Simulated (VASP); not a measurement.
Set up this calculation in VASP 6.6.1, as the native input.

* Task: single point
* Functional: PBE
* Dispersion: D3(BJ)
* Potentials or basis: VASP PAW PBE potentials, release 64 (H_h, O_h, C_h)
* Cutoff: 1000 eV
* k mesh: 1 × 1 × 1
* Occupations: fermi-dirac, width 0.02 eV
* Spin: no spin polarisation
* Dipole correction: no
* Further INCAR settings: LREAL = Auto; ALGO = Normal; EDIFF = 1e-06; NBANDS = 66

The structure of H4CO lies in POSCAR:

```
H4CO
1.0
    7.5874210000      0.0000000000      0.0000000000
    0.0000000000      7.5874210000      0.0000000000
    0.0000000000      0.0000000000      7.5874210000
H O C
24 6 6
Direct
    0.4291049620      0.3461386946      0.1646409234
    0.4002941184      0.3309293105      0.2608132592
    0.0425309206      0.7953295329      0.5451522988
   -0.0117563003      0.7201788328      0.5316430972
    0.1363177290      0.4537246582      0.6823398886
    0.0478818824      0.4230818351      0.6925541630
    0.7423471032      0.6544911637      0.3825015114
    0.7039414315      0.5700751283      0.4023633327
    0.3138088687      1.0895797136      0.5403944239
    0.3345405507      1.1068187728      0.4446965576
    0.3469031177      0.7098723005      0.6395453738
    0.4195233137      0.7647130692      0.5914130770
    0.6554664622      0.9649392066      1.1149638329
    0.7738993263      0.7284688697      1.1051185904
    0.7045872372      0.0464057550      0.6487843498
    0.8161666527      0.1105513982      0.4338496572
    0.0882776901      0.4063567845      1.0803802768
   -0.0947357475      0.2446812955      0.9767086867
    0.1843709477      0.8112901604      0.3227183519
    0.2874099117      0.5937327058      0.2936702735
    0.7309466550      0.5473796696      0.9228300367
    0.5524933966      0.3736711064      0.9152648838
    0.2482529966     -0.0228799746      0.7920214260
    0.4757611315      0.0664916313      0.7670985965
    0.8328653438      0.9389224613      0.9134197246
    0.6022072586     -0.0613779043      0.4237540002
   -0.0825708762      0.2780259590      1.2501612867
    0.3522540795      0.7735039350      0.1115925952
    0.7072099993      0.4085446161      0.6900631980
    0.2831660455      0.2102822553      0.9180062633
    0.7500572329      0.8812348755      1.0474441843
    0.7088311035      0.0294039305      0.5016724392
   -0.0323430056      0.3155749496      1.0988714083
    0.2745860550      0.7257670294      0.2400288583
    0.6648767743      0.4359452309      0.8411026619
    0.3331566813      0.0853254353      0.8289114312
```

One way to write it, as run:

INCAR

```
SYSTEM = H4CO
PREC = Accurate
ENCUT = 1000
EDIFF = 1E-6
ISMEAR = -1
SIGMA = 0.02
LREAL = Auto
LASPH = .True.
NELM = 120
ALGO = Normal
ISIF = 2
LWAVE = .False.
LCHARG = .False.
GGA = PE
IVDW = 12
NBANDS = 66
GGA_COMPAT = .False.
```

KPOINTS

```
Automatic mesh
0
Gamma
  1 1 1
  0 0 0
```

Potentials or basis: VASP PAW PBE potentials, release 64 (H_h, O_h, C_h).

Launch:

```sh
$ cat potpaw_PBE.64/H_h/POTCAR potpaw_PBE.64/O_h/POTCAR potpaw_PBE.64/C_h/POTCAR > POTCAR
$ mpirun -np 1 vasp_gam > vasp.out
```

It gave:

```json
{"Pressure": "-1.4 GPa", "Largest force": "3.943 eV/Å", "Band gap on the k mesh": "2.72 eV", "Dispersion energy per atom": "-0.036 eV"}
```

Caveat: the k points lie up to 0.83 Å⁻¹ apart; the atoms stand as in a frame of molecular dynamics.

Run time: 2.6 min on 1 thread of Intel(R) Xeon(R) Platinum 8488C (Sapphire Rapids) (shared host), peak memory 0.88 GiB.
